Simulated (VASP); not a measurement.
# S (R-3m) in VASP: notebook

Runs on S. Level: PBE. Tasks: single point.

Everything below comes from runs of VASP 6.6.1. Logs are shortened: lines on timing, memory, paths and dates and some standing lists are left out, and cuts for length are marked.

### Step 1. The cell of the first run

Symmetry: R-3m, No. 166, trigonal system. The conventional cell has a = 3.277 Å, b = 3.277 Å, c = 2.584 Å, α = 90.00°, β = 90.00°, γ = 120.00°. Within 2.8 Å of S (site symmetry -3m) lie 14 S at 2.08 to 2.58 Å.

### Step 2. Single point, PBE

Contents of INCAR:

```
SYSTEM = S
  PREC = Accurate
  ENCUT = 500
  EDIFF = 1E-6
  ISMEAR = 1
  SIGMA = 0.05
  LREAL = .False.
  LASPH = .True.
  NELM = 120
  ALGO = Normal
  ISIF = 2
  LWAVE = .False.
  LCHARG = .True.
  GGA = PE
  LELF = .True.
  LVHAR = .True.
  NBANDS = 9
  GGA_COMPAT = .False.
```

Contents of KPOINTS:

```
regular mesh
0
Gamma
  9 9 9
  0 0 0
```

Contents of POSCAR:

```
S
1.0
    1.6385000000      0.9459884161      0.8613333333
   -1.6385000000      0.9459884161      0.8613333333
    0.0000000000     -1.8919768321      0.8613333333
S
1
Direct
    0.0000000000      0.0000000000      0.0000000000
```

Potentials or basis: VASP PAW PBE potentials, release 64 (S).

On the command line:

```
$ cat potpaw_PBE.64/S/POTCAR > POTCAR
$ mpirun -np 1 vasp_std > vasp.out
```

OUTCAR:

```text
SYSTEM = S
   PREC = Accurate
   ENCUT = 500
   EDIFF = 1E-6
   ISMEAR = 1
   LREAL = .False.
   LASPH = .True.
   NELM = 120
   ISIF = 2
   GGA = PE

 ion  position               nearest neighbor table
   1  0.000  0.000  0.000-

  LATTYP: Found a trigonal (rhomboedric) cell.
 ALAT       =     2.0788149135
 COS(alpha) =    -0.2424852435

  Lattice vectors:

 A1 = (   1.6385000000,   0.9459884161,   0.8613333333)
 A2 = (  -1.6385000000,   0.9459884161,   0.8613333333)
 A3 = (   0.0000000000,  -1.8919768321,   0.8613333333)

Analysis of symmetry for initial positions (statically):
=====================================================================
 Subroutine PRICEL returns:
 Original cell was already a primitive cell.

 Routine SETGRP: Setting up the symmetry group for a
 trigonal (rhombohedral) supercell.

 Subroutine GETGRP returns: Found 12 space group operations
 (whereof 12 operations were pure point group operations)
 out of a pool of 12 trial point group operations.

The static configuration has the point symmetry D_3d.

Analysis of symmetry for dynamics (positions and initial velocities):
=====================================================================
 Subroutine PRICEL returns:
 Original cell was already a primitive cell.

 Routine SETGRP: Setting up the symmetry group for a
 trigonal (rhombohedral) supercell.

 Subroutine GETGRP returns: Found 12 space group operations
 (whereof 12 operations were pure point group operations)
 out of a pool of 12 trial point group operations.

The dynamic configuration has the point symmetry D_3d.

 Subroutine INISYM returns: Found 12 space group operations
 (whereof 12 operations are pure point group operations),
 and found     1 'primitive' translations

----------------------------------------------------------------------------------------

                                     Primitive cell

  volume of cell :       8.0104

  direct lattice vectors                    reciprocal lattice vectors
     1.638500000  0.945988416  0.861333333     0.305157156  0.176182566  0.386996904
    -1.638500000  0.945988416  0.861333333    -0.305157156  0.176182566  0.386996904
     0.000000000 -1.891976832  0.861333333     0.000000000 -0.352365132  0.386996904

  length of vectors
[... 79 lines left out ...]
   NELM   =    120;   NELMIN=  2; NELMDL= -5     # of ELM steps
   EDIFF  = 0.1E-05   stopping-criterion for ELM
   LREAL  =      F    real-space projection
   EDIFFG = 0.1E-04   stopping-criterion for IOM
   NSW    =      0    number of steps for IOM
   IBRION =     -1    ionic relax: 0-MD 1-quasi-New 2-CG
   NFREE  =      0    steps in history (QN), initial steepest desc. (CG)
   ISIF   =      2    stress and relaxation
   ISYM   =      2    0-nonsym 1-usesym 2-fastsym
   POTIM  = 0.5000    time-step for ionic-motion
   TEBEG  =    0.0;   TEEND  =   0.0 temperature during run
   PSTRESS=    0.0 pullay stress
   NELECT =       6.0000    total number of electrons
   NUPDOWN=      -1.0000    fix difference up-down
   EMIN   =  10.00;   EMAX   =-10.00  energy-range for DOS
   EFERMI =   0.00;   METHOD = LEGACY
   ISMEAR =     1;   SIGMA  =   0.05  broadening in eV -4-tet -1-fermi 0-gaus
   EFERMI_NEDOS =   21; number of points for ismear=-14 and -15
   IALGO  =     38    algorithm
   IMIX   =      4    mixing-type and parameters
     AMIX     =   0.40;   BMIX     =  1.00
     AMIX_MAG =   1.60;   BMIX_MAG =  1.00
  volume/ion in A,a.u.               =       8.01        54.06
  Fermi-wavevector in a.u.,A,eV,Ry     =   1.486758  2.809565 30.074995  2.210450
  Thomas-Fermi vector in A             =   2.600004
   LORBIT       =      0    0 simple, 1 ext, 2 COOP (PROOUT), +10 PAW based schemes
   GGA     = PE    functional components
   LHFCALC =     F    Hartree Fock is set to
   AEXX    =    0.0000 exact exchange contribution
   IVDW    =     0    specifies the selected vdW correction
   LEPSILON=     F    determine dielectric tensor
   LRPA    =     F    only Hartree local field effects (RPA)
 non-spin polarized calculation
 Methfessel and Paxton  Order N= 1 SIGMA  =   0.05
  energy-cutoff  :      500.00
  volume of cell :        8.01
 maximum number of plane-waves:       209
   NGX =  7   NGY =  7   NGZ =  7

 number of electron       5.9999998 magnetization

 Free energy of the ion-electron system (eV)
  ---------------------------------------------------
  ext. energy  EPLUGINS =         0.00000000
  ---------------------------------------------------
  free energy    TOTEN  =        -0.17105752 eV

  energy without entropy =       -0.17110778  energy(sigma->0) =       -0.17107428

 E-fermi :  21.1463     XC(G=0): -14.5480

 val. band max:       20.9841302490   @ k =   0.4444   0.1111   0.1111
 cond. band min:      21.1881623193   @ k =  -0.4444   0.3333   0.2222
 fundamental gap:      0.2040320702
 Fermi energy:        21.1462541909

 k-point     1 :       0.0000    0.0000    0.0000
  band No.  band energies     occupation
      1      -5.9125      2.00000
      2      25.9677      0.00000
      3      29.0950      0.00000
      4      29.0950      0.00000
      5      29.3888      0.00000
      6      29.3888      0.00000
      7      37.3325      0.00000
      8      43.6232      0.00000
      9      43.6232      0.00000
[... 265 lines left out ...]
 k-point    24 :       0.4444    0.4444    0.0000
  band No.  band energies     occupation
      1       6.6888      2.00000
      2       7.3605      2.00000
      3      13.5781      2.00000
      4      24.6073      0.00000
      5      28.6330      0.00000
      6      34.2103      0.00000
      7      40.7474      0.00000
      8      44.0814      0.00000
      9      48.2817      0.00000

 [... further k-points ...]

------------------------ aborting loop because EDIFF is reached ----------------------------------------

  FORCE on cell =-STRESS in cart. coord.  units (eV):
  Direction    XX          YY          ZZ          XY          YZ          ZX
  --------------------------------------------------------------------------------------
  -------------------------------------------------------------------------------------
  Total       11.3507420     11.3507420      9.9011751      0.0000000      0.0000000      0.0000000
  in kB     2270.2833574   2270.2833574   1980.3527343      0.0000000      0.0000001      0.0000000
  external PRESSURE =    2173.6398164 kB  Pullay stress =       0.0000000 kB

 VOLUME and BASIS-vectors are now :
 -----------------------------------------------------------------------------
  energy-cutoff  :      500.00
  volume of cell :        8.01
      direct lattice vectors                 reciprocal lattice vectors
     1.638500000  0.945988416  0.861333333     0.305157156  0.176182566  0.386996904
    -1.638500000  0.945988416  0.861333333    -0.305157156  0.176182566  0.386996904
     0.000000000 -1.891976832  0.861333333     0.000000000 -0.352365132  0.386996904

 POSITION                                       TOTAL-FORCE (eV/Angst)
 -----------------------------------------------------------------------------------
      0.00000      0.00000      0.00000        -0.000000     -0.000000     -0.000000
 -----------------------------------------------------------------------------------
    total drift:                               -0.000000      0.000000     -0.000000

  FREE ENERGIE OF THE ION-ELECTRON SYSTEM (eV)
  ---------------------------------------------------
  free  energy   TOTEN  =        -0.1710575244 eV

  energy  without entropy=       -0.1711077805  energy(sigma->0) =       -0.17107428
```

stdout:

```text
POSCAR found type information on POSCAR S
 POSCAR found :  1 types and       1 ions
 scaLAPACK will be used
 LDA part: xc-table for (Slater+PW92), standard interpolation
 POSCAR, INCAR and KPOINTS ok, starting setup
 FFT: planning ... GRIDC
 FFT: planning ... GRID_SOFT
 FFT: planning ... GRID
 WAVECAR not read
 entering main loop
```

Run time: 3.2 s. Hardware: 1 thread of Intel Xeon Platinum 8488C (Sapphire Rapids), shared host; peak memory 0.11 GiB.

Results:

| Item | Value |
| --- | --- |
| Free energy | -0.1711 eV |
| Pressure | 217.4 GPa |
| Band gap on the k mesh | zero (bands 3 and 4 overlap by 14.20 eV) |

Caveat: the k points lie up to 0.37 Å⁻¹ apart, too coarse for converged energies and pressures of a metal.

### Step 3. Single point, PBE

Contents of INCAR:

```
SYSTEM = S
PREC     = Accurate       ! precision mode
ENCUT    = 500            ! plane-wave cutoff, eV
EDIFF    = 1E-6           ! SCF threshold, eV
ISMEAR   = 1              ! smearing method
SIGMA    = 0.05           ! smearing width, eV
LREAL    = .False.        ! projectors in reciprocal space
LASPH    = .True.         ! aspherical terms in the spheres
NELM     = 120            ! most SCF steps
ALGO     = Normal         ! electronic algorithm
ISIF     = 2              ! what is computed and relaxed
LWAVE    = .False.        ! write WAVECAR
LCHARG   = .False.        ! write CHGCAR
GGA      = PE             ! functional
NBANDS   = 9              ! bands
GGA_COMPAT= .False.
```

Contents of KPOINTS:

```
regular mesh
0
Gamma
  10 10 10
  0 0 0
```

POSCAR is that of step 2.

Potentials or basis: VASP PAW PBE potentials, release 64 (S).

On the command line:

```
$ cat potpaw_PBE.64/S/POTCAR > POTCAR
$ mpirun -np 1 vasp_std > vasp.out
```

OUTCAR:

```text
SYSTEM = S
   PREC = Accurate
   ENCUT = 500
   EDIFF = 1E-6
   ISMEAR = 1
   LREAL = .False.
   LASPH = .True.
   NELM = 120
   ISIF = 2
   GGA = PE

 ion  position               nearest neighbor table
   1  0.000  0.000  0.000-

  LATTYP: Found a trigonal (rhomboedric) cell.
 ALAT       =     2.0788149135
 COS(alpha) =    -0.2424852435

  Lattice vectors:

 A1 = (   1.6385000000,   0.9459884161,   0.8613333333)
 A2 = (  -1.6385000000,   0.9459884161,   0.8613333333)
 A3 = (   0.0000000000,  -1.8919768321,   0.8613333333)

Analysis of symmetry for initial positions (statically):
=====================================================================
 Subroutine PRICEL returns:
 Original cell was already a primitive cell.

 Routine SETGRP: Setting up the symmetry group for a
 trigonal (rhombohedral) supercell.

 Subroutine GETGRP returns: Found 12 space group operations
 (whereof 12 operations were pure point group operations)
 out of a pool of 12 trial point group operations.

The static configuration has the point symmetry D_3d.

Analysis of symmetry for dynamics (positions and initial velocities):
=====================================================================
 Subroutine PRICEL returns:
 Original cell was already a primitive cell.

 Routine SETGRP: Setting up the symmetry group for a
 trigonal (rhombohedral) supercell.

 Subroutine GETGRP returns: Found 12 space group operations
 (whereof 12 operations were pure point group operations)
 out of a pool of 12 trial point group operations.

The dynamic configuration has the point symmetry D_3d.

 Subroutine INISYM returns: Found 12 space group operations
 (whereof 12 operations are pure point group operations),
 and found     1 'primitive' translations

----------------------------------------------------------------------------------------

                                     Primitive cell

  volume of cell :       8.0104

  direct lattice vectors                    reciprocal lattice vectors
     1.638500000  0.945988416  0.861333333     0.305157156  0.176182566  0.386996904
    -1.638500000  0.945988416  0.861333333    -0.305157156  0.176182566  0.386996904
     0.000000000 -1.891976832  0.861333333     0.000000000 -0.352365132  0.386996904

  length of vectors
     2.078814913  2.078814913  2.078814913     0.523381114  0.523381114  0.523381114

  position of ions in fractional coordinates (direct lattice)
     0.000000000  0.000000000  0.000000000

  ion indices of the primitive-cell ions
   primitive index   ion index
                 1           1

----------------------------------------------------------------------------------------

 KPOINTS: regular mesh

Automatic generation of k-mesh.
 Grid dimensions read from file:
 generate k-points for:   10   10   10

 Generating k-lattice:

  Cartesian coordinates                     Fractional coordinates (reciprocal lattice)
     0.030515716  0.017618257  0.038699690     0.100000000  0.000000000  0.000000000
    -0.030515716  0.017618257  0.038699690     0.000000000  0.100000000  0.000000000
     0.000000000 -0.035236513  0.038699690     0.000000000  0.000000000  0.100000000

  Length of vectors
     0.052338111  0.052338111  0.052338111

  Shift w.r.t. Gamma in fractional coordinates (k-lattice)
     0.000000000  0.000000000  0.000000000

 Subroutine IBZKPT returns following result:
 ===========================================

 Found    116 irreducible k-points:

 Following reciprocal coordinates:
            Coordinates               Weight
  0.000000  0.000000  0.000000      1.000000
  0.100000  0.000000  0.000000      6.000000
  0.200000  0.000000  0.000000      6.000000
  0.300000  0.000000  0.000000      6.000000
  0.400000  0.000000  0.000000      6.000000
  0.500000 -0.000000  0.000000      3.000000
[... 16 lines left out ...]
  0.300000  0.300000  0.000000      6.000000
  0.400000  0.300000  0.000000     12.000000
 [... further k-points ...]
   k-points           NKPTS =    116   k-points in BZ     NKDIM =    116   number of bands    NBANDS=      9
   number of dos      NEDOS =    301   number of ions     NIONS =      1
   total plane-waves  NPLWV =   4096
   dimension x,y,z NGX =    16 NGY =   16 NGZ =   16
   dimension x,y,z NGXF=    32 NGYF=   32 NGZF=   32
   ions per type =               1
   NGX,Y,Z   is equivalent  to a cutoff of  12.80, 12.80, 12.80 a.u.
   NGXF,Y,Z  is equivalent  to a cutoff of  25.59, 25.59, 25.59 a.u.
 SYSTEM =  S
   PREC   = accura    normal or accurate (medium, high low for compatibility)
   ISTART =      0    job   : 0-new  1-cont  2-samecut
   ICHARG =      2    charge: 1-file 2-atom 10-const
   ISPIN  =      1    spin polarized calculation?
   LNONCOLLINEAR =      F non collinear calculations
   LSORBIT =      F    spin-orbit coupling
   LASPH  =      T    aspherical Exc in radial PAW
   ENCUT  =  500.0 eV  36.75 Ry    6.06 a.u.   3.79  3.79  3.79*2*pi/ulx,y,z
   NELM   =    120;   NELMIN=  2; NELMDL= -5     # of ELM steps
   EDIFF  = 0.1E-05   stopping-criterion for ELM
   LREAL  =      F    real-space projection
   EDIFFG = 0.1E-04   stopping-criterion for IOM
   NSW    =      0    number of steps for IOM
   IBRION =     -1    ionic relax: 0-MD 1-quasi-New 2-CG
   NFREE  =      0    steps in history (QN), initial steepest desc. (CG)
   ISIF   =      2    stress and relaxation
   ISYM   =      2    0-nonsym 1-usesym 2-fastsym
   POTIM  = 0.5000    time-step for ionic-motion
   TEBEG  =    0.0;   TEEND  =   0.0 temperature during run
   PSTRESS=    0.0 pullay stress
   NELECT =       6.0000    total number of electrons
   NUPDOWN=      -1.0000    fix difference up-down
   EMIN   =  10.00;   EMAX   =-10.00  energy-range for DOS
   EFERMI =   0.00;   METHOD = LEGACY
   ISMEAR =     1;   SIGMA  =   0.05  broadening in eV -4-tet -1-fermi 0-gaus
   EFERMI_NEDOS =   21; number of points for ismear=-14 and -15
   IALGO  =     38    algorithm
   IMIX   =      4    mixing-type and parameters
     AMIX     =   0.40;   BMIX     =  1.00
     AMIX_MAG =   1.60;   BMIX_MAG =  1.00
  volume/ion in A,a.u.               =       8.01        54.06
  Fermi-wavevector in a.u.,A,eV,Ry     =   1.486758  2.809565 30.074995  2.210450
  Thomas-Fermi vector in A             =   2.600004
   LORBIT       =      0    0 simple, 1 ext, 2 COOP (PROOUT), +10 PAW based schemes
   GGA     = PE    functional components
   LHFCALC =     F    Hartree Fock is set to
   AEXX    =    0.0000 exact exchange contribution
   IVDW    =     0    specifies the selected vdW correction
   LEPSILON=     F    determine dielectric tensor
   LRPA    =     F    only Hartree local field effects (RPA)
 non-spin polarized calculation
 Methfessel and Paxton  Order N= 1 SIGMA  =   0.05
  energy-cutoff  :      500.00
  volume of cell :        8.01
 maximum number of plane-waves:       212
   NGX =  7   NGY =  7   NGZ =  7

 number of electron       5.9999998 magnetization

 Free energy of the ion-electron system (eV)
  ---------------------------------------------------
  ext. energy  EPLUGINS =         0.00000000
  ---------------------------------------------------
  free energy    TOTEN  =        -0.15858257 eV

  energy without entropy =       -0.15844514  energy(sigma->0) =       -0.15853676

 E-fermi :  21.1580     XC(G=0): -14.5476

 val. band max:       21.1541719564   @ k =  -0.4000   0.5000   0.3000
 cond. band min:      21.1889190037   @ k =   0.4000   0.3000   0.1000
 fundamental gap:      0.0347470473
 Fermi energy:        21.1580028053

 k-point     1 :       0.0000    0.0000    0.0000
  band No.  band energies     occupation
      1      -5.9116      2.00000
      2      25.9647      0.00000
      3      29.0969      0.00000
      4      29.0969      0.00000
      5      29.3920      0.00000
      6      29.3920      0.00000
      7      37.3325      0.00000
      8      43.6244      0.00000
      9      43.6244      0.00000
[... 265 lines left out ...]
 k-point    24 :       0.4000    0.3000    0.0000
  band No.  band energies     occupation
      1       5.4201      2.00000
      2       7.4191      2.00000
      3      12.0542      2.00000
      4      25.8462      0.00000
      5      33.4043      0.00000
      6      37.0698      0.00000
      7      39.7350      0.00000
      8      44.8107      0.00000
      9      50.6329      0.00000

 [... further k-points ...]

------------------------ aborting loop because EDIFF is reached ----------------------------------------

  FORCE on cell =-STRESS in cart. coord.  units (eV):
  Direction    XX          YY          ZZ          XY          YZ          ZX
  --------------------------------------------------------------------------------------
  -------------------------------------------------------------------------------------
  Total       10.9903884     10.9903884     10.6451946      0.0000000      0.0000000     -0.0000000
  in kB     2198.2083639   2198.2083638   2129.1654866      0.0000000      0.0000001     -0.0000000
  external PRESSURE =    2175.1940714 kB  Pullay stress =       0.0000000 kB

 VOLUME and BASIS-vectors are now :
 -----------------------------------------------------------------------------
  energy-cutoff  :      500.00
  volume of cell :        8.01
      direct lattice vectors                 reciprocal lattice vectors
     1.638500000  0.945988416  0.861333333     0.305157156  0.176182566  0.386996904
    -1.638500000  0.945988416  0.861333333    -0.305157156  0.176182566  0.386996904
     0.000000000 -1.891976832  0.861333333     0.000000000 -0.352365132  0.386996904

 POSITION                                       TOTAL-FORCE (eV/Angst)
 -----------------------------------------------------------------------------------
      0.00000      0.00000      0.00000         0.000000      0.000000     -0.000000
 -----------------------------------------------------------------------------------
    total drift:                               -0.000000      0.000000     -0.000000

  FREE ENERGIE OF THE ION-ELECTRON SYSTEM (eV)
  ---------------------------------------------------
  free  energy   TOTEN  =        -0.1585825679 eV

  energy  without entropy=       -0.1584451401  energy(sigma->0) =       -0.15853676
```

Run time: 4.9 s. Hardware: 1 thread of Intel Xeon Platinum 8488C (Sapphire Rapids), shared host; peak memory 0.11 GiB.

Results:

| Property | Result |
| --- | --- |
| Free energy | -0.1586 eV |
| Pressure | 217.5 GPa |
| Band gap on the k mesh | zero (bands 3 and 4 overlap by 15.11 eV) |

Caveat: the cell stands under pressure.
